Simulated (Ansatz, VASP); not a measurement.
**MgSi2N2 in VASP and in Ansatz**

INCAR

```
PREC     = Accurate       # precision mode
ENCUT    = 600            # plane-wave cutoff, eV
EDIFF    = 1E-7           # SCF threshold, eV
ISMEAR   = 0              # smearing method
SIGMA    = 0.1            # smearing width, eV
LREAL    = False          # projectors in reciprocal space
LASPH    = True           # aspherical terms in the spheres
NELM     = 100            # most SCF steps
ALGO     = Normal         # electronic algorithm
ISIF     = 3              # what is computed and relaxed
LWAVE    = False          # write WAVECAR
LCHARG   = False          # write CHGCAR
GGA      = PE             # functional
IBRION   = 2              # ionic algorithm
NSW      = 90             # ionic steps
EDIFFG   = -0.04          # ionic threshold
```

File KPOINTS:

```
regular mesh
0
Gamma
  6 6 4
```

File POSCAR:

```
MgSi2N2
1.0
    4.1114984100      0.0000000000      0.0000000000
   -2.0557492100      3.5606620700      0.0000000000
    0.0000000000      0.0000000000      4.4391881200
Mg Si N
1 2 2
Direct
    0.0000000000      0.0000000000      0.0000000000
    0.3333333300      0.6666666700      0.3446297500
    0.6666666700      0.3333333300      0.6553702500
    0.3333333300      0.6666666700      0.9983480300
    0.6666666700      0.3333333300      0.0016519700
```

Input for Ansatz:

```yaml
crystal:
  lattice:
    - [4.11149841, 0.0, 0.0]
    - [-2.05574921, 3.56066207, 0.0]
    - [0.0, 0.0, 4.43918812]
  atoms:
    - { symbol: Mg, position: [0.0, 0.0, 0.0] }
    - { symbol: Si, position: [0.33333333, 0.66666667, 0.34462975] }
    - { symbol: Si, position: [0.66666667, 0.33333333, 0.65537025] }
    - { symbol: "N", position: [0.33333333, 0.66666667, 0.99834803] }
    - { symbol: "N", position: [0.66666667, 0.33333333, 0.00165197] }
basis:
  ecutwfc: 420
kpoints:
  mp_grid: { grid: [6, 6, 4] }
hamiltonian:
  xc: pbe
scf:
  occupations: { method: gaussian, width: 0.1 }
  lower_state_search: "off"
output:
  forces: true
  stress: true
  eigenvalues: true
relax:
  adjacent_minimum: "off"
  f_tol: 0.04
  max_steps: 70
  cell: { stress_tol: 0.4 }
```

Alike in both runs: task relaxation of cell and atoms; functional PBE; k mesh 6 × 6 × 4; occupations gaussian, width 0.1 eV; no spin polarisation.

|  | VASP | Ansatz |
| --- | --- | --- |
| version | VASP 6.6.1 | Ansatz 0.2.0 |
| potentials or method | VASP PAW PBE potentials, release 64 (Mg, Si, N), cutoff 600 eV | scalar-relativistic, plane waves, PAW |
| valence electrons in the cell | 20 | 28 |

```tsv
	VASP	Ansatz	Ansatz less VASP
gap on the k mesh at the Fermi level, each at its own relaxed structure (eV)	none	none	-
relaxed volume (Å³/atom)	13.80	13.94	+0.140
relaxed cell length with the largest relative difference (Å)	6.740	6.961	+0.2218
```

A gap of «none» marks a metal or a gap that the smearing closes. VASP's potentials hold 20 valence electrons a cell and Ansatz's 28, so a difference there can come from the potentials and not from the codes.
